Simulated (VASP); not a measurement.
Wanted: the native input for a VASP 6.6.1 run.

| Item | Value |
| --- | --- |
| Task | single point |
| Functional | PBE |
| Potentials or basis | VASP PAW PBE potentials, release 64 (Na_pv, Rh_pv) |
| Cutoff | 520 eV |
| k mesh | 2 × 6 × 4 |
| Occupations | gaussian, width 0.1 eV |
| Spin | no spin polarisation |
| Dipole correction | no |
| Further INCAR settings | ALGO = Fast; EDIFF = 1e-06; NBANDS = 54 |

The structure of NaRh lies in POSCAR:

```
NaRh
1.0
   10.9270693793      0.0000000000      0.0000000000
    0.0000000000      2.7495237360      0.0000000000
    0.0000000000      0.0000000000      5.2710962372
Na Rh
4 4
Direct
    0.1400770113      0.2500000000      0.0715687163
    0.8599229887      0.7500000000      0.9284312837
    0.3599229887      0.7500000000      0.5715687163
    0.6400770113      0.2500000000      0.4284312837
    0.9104671641      0.2500000000      0.4342467340
    0.0895328359      0.7500000000      0.5657532660
    0.5895328359      0.7500000000     -0.0657532660
    0.4104671641      0.2500000000      1.0657532660
```

One way to write it, as run:

INCAR

```
PREC = Accurate
ENCUT = 520
EDIFF = 1E-6
ISMEAR = 0
SIGMA = 0.1
LREAL = False
LASPH = True
NELM = 100
ALGO = Fast
ISIF = 2
LWAVE = False
LCHARG = False
GGA = PE
NBANDS = 54
```

KPOINTS

```
regular mesh
0
Gamma
  2 6 4
```

Potentials or basis: VASP PAW PBE potentials, release 64 (Na_pv, Rh_pv).

Run with:

```sh
$ cat potpaw_PBE.64/Na_pv/POTCAR potpaw_PBE.64/Rh_pv/POTCAR > POTCAR
$ mpirun -np 1 vasp_std > vasp.out
```

It gave:

```json
{
  "Pressure": "-0.1 GPa",
  "Largest force": "0.044 eV/Å",
  "Band gap on the k mesh": "zero (bands 44 and 45 overlap by 0.43 eV)"
}
```

Caveat: the k points lie up to 0.38 Å⁻¹ apart.

It took 110 s on 1 thread of AMD EPYC 9R45 96-Core Processor (Zen 5), with other jobs on the host, peak memory 0.28 GiB.
